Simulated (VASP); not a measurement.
ZnSe, 2 atoms in the cell. The structure is cubic, space group F-43m (No. 216). The conventional cell has a = 5.917 Å, b = 5.917 Å, c = 5.917 Å, α = 90.00°, β = 90.00°, γ = 90.00°. Zn (site symmetry -43m) has 4 Se at 2.56 Å within 3.4 Å. Within 3.4 Å of Se (site symmetry -43m) lie 4 Zn at 2.56 Å.  This cell differs from its parent crystal: volume scaled by 1.10.

```yaml
Program: VASP 6.6.1
Task: single point
Functional: PBE
Potentials_or_basis: VASP PAW PBE potentials, release 64 (Zn, Se)
Cutoff: 520 eV
k_mesh: 8 × 8 × 8
Occupations: gaussian, width 0.02 eV
Spin: no spin polarisation
Dipole_correction: no
Further_INCAR_settings: ALGO = Normal; EDIFF = 1e-06; NBANDS = 16
```

Potentials or basis: VASP PAW PBE potentials, release 64 (Zn, Se).

Run with:

```bash
$ cat potpaw_PBE.64/Zn/POTCAR potpaw_PBE.64/Se/POTCAR > POTCAR
$ mpirun -np 1 vasp_std > vasp.out
```

Hardware: 1 thread of Intel Xeon 8259CL, on a shared host.

**Question.** Estimate the wall time of this run.

**Answer.** Wall time 37 s on 1 thread of Intel Xeon 8259CL, with other jobs on the host, peak memory 0.18 GiB. Counts: scf iterations 13, k points 29.
